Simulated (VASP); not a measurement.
# BSb2As3 (P6/mmm) in VASP: single point with PBE

Aim: the single point of BSb2As3 with PBE.

Program: VASP 6.6.1. These are calculated values, not measurements. Logs are shortened: lines on timing, memory, paths and dates and some standing lists are left out, and cuts for length are marked.

### 1 The cell of the first run

Symmetry: P6/mmm, No. 191, hexagonal system. The conventional cell has a = 4.742 Å, b = 4.742 Å, c = 8.248 Å, α = 90.00°, β = 90.00°, γ = 120.00°. Within 3.6 Å of B (site symmetry 6/mmm) lie 6 As at 2.74 Å. Sb (site symmetry -6m2) has 3 Sb at 2.74 Å and 3 As at 2.74 Å within 3.6 Å. As (site symmetry 6/mmm) has 6 Sb at 2.74 Å within 3.6 Å. As (site symmetry -6m2) has 3 As at 2.74 Å and 3 B at 2.74 Å within 3.6 Å.

The cell was built from a structure type or drawn by symmetry, and may not be a known phase.

### 2 Single point, PBE

The input, INCAR:

```
SYSTEM = BSb2As3
PREC     = Accurate       ! precision mode
ENCUT    = 520            ! plane-wave cutoff, eV
EDIFF    = 1E-7           ! SCF threshold, eV
ISMEAR   = 0              ! smearing method
SIGMA    = 0.1            ! smearing width, eV
LREAL    = .False.        ! projectors in reciprocal space
LASPH    = .True.         ! aspherical terms in the spheres
NELM     = 60             ! most SCF steps
ALGO     = Normal         ! electronic algorithm
ISIF     = 2              ! what is computed and relaxed
LWAVE    = .False.        ! write WAVECAR
LCHARG   = .False.        ! write CHGCAR
GGA      = PE             ! functional
NBANDS   = 23             ! bands
```

The input, KPOINTS:

```
regular mesh
0
Gamma
  6 6 2
  0 0 0
```

The input, POSCAR:

```
BSb2As3
1.0
    4.7419915500      0.0000000000      0.0000000000
   -2.3709957700      4.1066851400      0.0000000000
    0.0000000000      0.0000000000      8.2483620200
B Sb As
1 2 3
Direct
    0.0000000000      0.0000000000      0.5000000000
    0.3333333300      0.6666666700      0.0000000000
    0.6666666700      0.3333333300      0.0000000000
    0.0000000000      0.0000000000      0.0000000000
    0.3333333300      0.6666666700      0.5000000000
    0.6666666700      0.3333333300      0.5000000000
```

Potentials or basis: VASP PAW PBE potentials, release 64 (B, Sb, As).

On the command line:

```console
$ cat potpaw_PBE.64/B/POTCAR potpaw_PBE.64/Sb/POTCAR potpaw_PBE.64/As/POTCAR > POTCAR
$ mpirun -np 1 vasp_std > vasp.out
```

OUTCAR:

```text
SYSTEM = BSb2As3
   PREC = Accurate
   ENCUT = 520
   EDIFF = 1E-7
   ISMEAR = 0
   LREAL = .False.
   LASPH = .True.
   NELM = 60
   ISIF = 2
   GGA = PE

 ion  position               nearest neighbor table
   1  0.000  0.000  0.500-
   2  0.333  0.667  0.000-   3 2.74   4 2.74   3 2.74   4 2.74   4 2.74   3 2.74
   3  0.667  0.333  0.000-   2 2.74   4 2.74   2 2.74   4 2.74   4 2.74   2 2.74
   4  0.000  0.000  0.000-   2 2.74   3 2.74   2 2.74   3 2.74   3 2.74   2 2.74
   5  0.333  0.667  0.500-   6 2.74   6 2.74   6 2.74
   6  0.667  0.333  0.500-   5 2.74   5 2.74   5 2.74

  LATTYP: Found a hexagonal cell.
 ALAT       =     4.7419915500
 C/A-ratio  =     1.7394299279

  Lattice vectors:

 A1 = (   4.7419915500,   0.0000000000,   0.0000000000)
 A2 = (  -2.3709957700,   4.1066851400,   0.0000000000)
 A3 = (   0.0000000000,   0.0000000000,   8.2483620200)

Analysis of symmetry for initial positions (statically):
=====================================================================
 Subroutine PRICEL returns:
 Original cell was already a primitive cell.

 Routine SETGRP: Setting up the symmetry group for a
 hexagonal supercell.

 Subroutine GETGRP returns: Found 24 space group operations
 (whereof 24 operations were pure point group operations)
 out of a pool of 24 trial point group operations.

The static configuration has the point symmetry D_6h.

Analysis of symmetry for dynamics (positions and initial velocities):
=====================================================================
 Subroutine PRICEL returns:
 Original cell was already a primitive cell.

 Routine SETGRP: Setting up the symmetry group for a
 hexagonal supercell.

 Subroutine GETGRP returns: Found 24 space group operations
 (whereof 24 operations were pure point group operations)
 out of a pool of 24 trial point group operations.

The dynamic configuration has the point symmetry D_6h.

 Subroutine INISYM returns: Found 24 space group operations
 (whereof 24 operations are pure point group operations),
 and found     1 'primitive' translations

----------------------------------------------------------------------------------------

                                     Primitive cell

  volume of cell :     160.6275

  direct lattice vectors                    reciprocal lattice vectors
     4.741991550  0.000000000  0.000000000     0.210881860  0.121752699  0.000000000
    -2.370995770  4.106685140  0.000000000     0.000000000  0.243505398  0.000000000
     0.000000000  0.000000000  8.248362020     0.000000000  0.000000000  0.121236192

  length of vectors
     4.741991550  4.741991542  8.248362020     0.243505398  0.243505398  0.121236192

  position of ions in fractional coordinates (direct lattice)
     0.000000000  0.000000000  0.500000000
     0.333333330  0.666666670  0.000000000
     0.666666670  0.333333330  0.000000000
     0.000000000  0.000000000  0.000000000
     0.333333330  0.666666670  0.500000000
     0.666666670  0.333333330  0.500000000

  ion indices of the primitive-cell ions
   primitive index   ion index
                 1           1
                 2           2
                 3           3
                 4           4
                 5           5
                 6           6

----------------------------------------------------------------------------------------

 KPOINTS: regular mesh

Automatic generation of k-mesh.
 Grid dimensions read from file:
 generate k-points for:    6    6    2

 Generating k-lattice:

  Cartesian coordinates                     Fractional coordinates (reciprocal lattice)
     0.035146977  0.020292116  0.000000000     0.166666667  0.000000000  0.000000000
     0.000000000  0.040584233  0.000000000     0.000000000  0.166666667  0.000000000
     0.000000000  0.000000000  0.060618096     0.000000000  0.000000000  0.500000000

  Length of vectors
     0.040584233  0.040584233  0.060618096

  Shift w.r.t. Gamma in fractional coordinates (k-lattice)
     0.000000000  0.000000000  0.000000000

 Subroutine IBZKPT returns following result:
 ===========================================

 Found     14 irreducible k-points:

 Following reciprocal coordinates:
            Coordinates               Weight
  0.000000  0.000000  0.000000      1.000000
  0.166667 -0.000000  0.000000      6.000000
  0.333333  0.000000  0.000000      6.000000
  0.500000 -0.000000  0.000000      3.000000
  0.166667  0.166667  0.000000      6.000000
  0.333333  0.166667  0.000000     12.000000
  0.333333  0.333333  0.000000      2.000000
  0.000000  0.000000  0.500000      1.000000
  0.166667 -0.000000  0.500000      6.000000
  0.333333  0.000000  0.500000      6.000000
  0.500000 -0.000000  0.500000      3.000000
  0.166667  0.166667  0.500000      6.000000
  0.333333  0.166667  0.500000     12.000000
  0.333333  0.333333  0.500000      2.000000
   k-points           NKPTS =     14   k-points in BZ     NKDIM =     14   number of bands    NBANDS=     23
   number of dos      NEDOS =    301   number of ions     NIONS =      6
   total plane-waves  NPLWV =  82944
   dimension x,y,z NGX =    36 NGY =   36 NGZ =   64
   dimension x,y,z NGXF=    72 NGYF=   72 NGZF=  128
   ions per type =               1   2   3
   NGX,Y,Z   is equivalent  to a cutoff of  12.62, 12.62, 12.90 a.u.
   NGXF,Y,Z  is equivalent  to a cutoff of  25.24, 25.24, 25.80 a.u.
 SYSTEM =  BSb2As3
   PREC   = accura    normal or accurate (medium, high low for compatibility)
   ISTART =      0    job   : 0-new  1-cont  2-samecut
   ICHARG =      2    charge: 1-file 2-atom 10-const
   ISPIN  =      1    spin polarized calculation?
   LNONCOLLINEAR =      F non collinear calculations
   LSORBIT =      F    spin-orbit coupling
   LASPH  =      T    aspherical Exc in radial PAW
   ENCUT  =  520.0 eV  38.22 Ry    6.18 a.u.   8.82  8.82 15.34*2*pi/ulx,y,z
   NELM   =     60;   NELMIN=  2; NELMDL= -5     # of ELM steps
   EDIFF  = 0.1E-06   stopping-criterion for ELM
   LREAL  =      F    real-space projection
   EDIFFG = 0.1E-05   stopping-criterion for IOM
   NSW    =      0    number of steps for IOM
   IBRION =     -1    ionic relax: 0-MD 1-quasi-New 2-CG
   NFREE  =      0    steps in history (QN), initial steepest desc. (CG)
   ISIF   =      2    stress and relaxation
   ISYM   =      2    0-nonsym 1-usesym 2-fastsym
   POTIM  = 0.5000    time-step for ionic-motion
   TEBEG  =    0.0;   TEEND  =   0.0 temperature during run
   PSTRESS=    0.0 pullay stress
   NELECT =      28.0000    total number of electrons
   NUPDOWN=      -1.0000    fix difference up-down
   EMIN   =  10.00;   EMAX   =-10.00  energy-range for DOS
   EFERMI =   0.00;   METHOD = LEGACY
   ISMEAR =     0;   SIGMA  =   0.10  broadening in eV -4-tet -1-fermi 0-gaus
   EFERMI_NEDOS =   21; number of points for ismear=-14 and -15
   IALGO  =     38    algorithm
   IMIX   =      4    mixing-type and parameters
     AMIX     =   0.40;   BMIX     =  1.00
     AMIX_MAG =   1.60;   BMIX_MAG =  1.00
  volume/ion in A,a.u.               =      26.77       180.66
  Fermi-wavevector in a.u.,A,eV,Ry     =   0.914508  1.728170 11.378893  0.836325
  Thomas-Fermi vector in A             =   2.039143
   LORBIT       =      0    0 simple, 1 ext, 2 COOP (PROOUT), +10 PAW based schemes
   GGA     = PE    functional components
   LHFCALC =     F    Hartree Fock is set to
   AEXX    =    0.0000 exact exchange contribution
   IVDW    =     0    specifies the selected vdW correction
   LEPSILON=     F    determine dielectric tensor
   LRPA    =     F    only Hartree local field effects (RPA)
 non-spin polarized calculation
 Gauss-broadening in eV      SIGMA  =   0.10
  energy-cutoff  :      520.00
  volume of cell :      160.63
 maximum number of plane-waves:      4369
 NGX is ok and might be reduce to    36
   NGX = 17   NGY = 17   NGZ = 31

 number of electron      28.0000002 magnetization

 Free energy of the ion-electron system (eV)
  ---------------------------------------------------
  ext. energy  EPLUGINS =         0.00000000
  ---------------------------------------------------
  free energy    TOTEN  =       -20.87536630 eV

  energy without entropy =      -20.84972870  energy(sigma->0) =      -20.86254750

 E-fermi :   4.0148     XC(G=0):  -8.8947

 val. band max:        4.0135781259   @ k =   0.1667   0.1667   0.0000
 cond. band min:       4.1746356360   @ k =   0.1667   0.1667   0.5000
 fundamental gap:      0.1610575101
 Fermi energy:         4.0147984598

 k-point     1 :       0.0000    0.0000    0.0000
  band No.  band energies     occupation
      1     -10.6180      2.00000
      2      -8.3334      2.00000
      3      -3.3806      2.00000
      4      -3.0394      2.00000
      5      -1.3108      2.00000
      6      -0.8683      2.00000
[... 15 lines left out ...]
     22      10.2495      0.00000
     23      10.2495      0.00000

 k-point     2 :       0.1667   -0.0000    0.0000
  band No.  band energies     occupation
      1     -10.3661      2.00000
      2      -8.1333      2.00000
      3      -4.4391      2.00000
      4      -3.6902      2.00000
      5      -2.8541      2.00000
      6      -1.7096      2.00000
[... 15 lines left out ...]
     22       9.2081      0.00000
     23      10.2342      0.00000

 k-point     3 :       0.3333    0.0000    0.0000
  band No.  band energies     occupation
      1      -9.6162      2.00000
      2      -7.5686      2.00000
      3      -6.4666      2.00000
      4      -4.9415      2.00000
      5      -3.7071      2.00000
      6      -2.5828      2.00000
[... 15 lines left out ...]
     22       8.3840      0.00000
     23       8.5468      0.00000
[... 235 lines left out ...]
 k-point    13 :       0.3333    0.1667    0.5000
  band No.  band energies     occupation
      1      -8.8918      2.00000
      2      -7.1987      2.00000
      3      -7.0733      2.00000
      4      -5.6323      2.00000
      5      -5.5513      2.00000
      6      -2.2193      2.00000
[... 15 lines left out ...]
     22       8.3641      0.00000
     23       9.6267      0.00000

 k-point    14 :       0.3333    0.3333    0.5000
  band No.  band energies     occupation
      1      -8.1491      2.00000
      2      -7.1307      2.00000
      3      -7.1307      2.00000
      4      -6.3658      2.00000
      5      -6.3658      2.00000
      6      -2.7796      2.00000
[... 15 lines left out ...]
     22       9.1368      0.00000
     23       9.7348      0.00000

------------------------ aborting loop because EDIFF is reached ----------------------------------------

  FORCE on cell =-STRESS in cart. coord.  units (eV):
  Direction    XX          YY          ZZ          XY          YZ          ZX
  --------------------------------------------------------------------------------------
  -------------------------------------------------------------------------------------
  Total       11.2542063     11.2542062     -2.2172957      0.0000000     -0.0000000      0.0000000
  in kB      112.2549643    112.2549640    -22.1163933      0.0000001     -0.0000000      0.0000000
  external PRESSURE =      67.4645117 kB  Pullay stress =       0.0000000 kB

 VOLUME and BASIS-vectors are now :
 -----------------------------------------------------------------------------
  energy-cutoff  :      520.00
  volume of cell :      160.63
      direct lattice vectors                 reciprocal lattice vectors
     4.741991550  0.000000000  0.000000000     0.210881860  0.121752699  0.000000000
    -2.370995770  4.106685140  0.000000000     0.000000000  0.243505398  0.000000000
     0.000000000  0.000000000  8.248362020     0.000000000  0.000000000  0.121236192

 POSITION                                       TOTAL-FORCE (eV/Angst)
 -----------------------------------------------------------------------------------
      0.00000      0.00000      4.12418        -0.000000      0.000000      0.000000
     -0.00000      2.73779      0.00000        -0.000000      0.000000      0.000000
      2.37100      1.36890      0.00000        -0.000000      0.000000      0.000000
      0.00000      0.00000      0.00000        -0.000000      0.000000      0.000000
     -0.00000      2.73779      4.12418         0.000000     -0.000000      0.000000
      2.37100      1.36890      4.12418         0.000000      0.000000      0.000000
 -----------------------------------------------------------------------------------
    total drift:                               -0.000000      0.000000     -0.000000

  FREE ENERGIE OF THE ION-ELECTRON SYSTEM (eV)
  ---------------------------------------------------
  free  energy   TOTEN  =       -20.8753663020 eV

  energy  without entropy=      -20.8497286996  energy(sigma->0) =      -20.86254750
```

Wall time 70 s (1 thread of Intel Xeon Platinum 8259CL at 2.50GHz (Skylake/Cascade Lake), shared host); peak memory 0.28 GiB.

What came out:

```
Free energy            : -20.8754 eV
Pressure               : 6.7 GPa
Band gap on the k mesh : zero (bands 14 and 15 overlap by 2.64 eV)
```

Stress tensor (GPa, compression positive):
```
11.23  0.00  0.00
 0.00 11.23  0.00
 0.00  0.00 -2.21
```

Caveat: the k points lie up to 0.38 Å⁻¹ apart, too coarse for converged energies and pressures of a metal; spin-orbit coupling is left out, which moves the levels of the heavy elements; this functional lacks dispersion, which binds the layers, so the pressure and a relaxed spacing across them are unreliable.
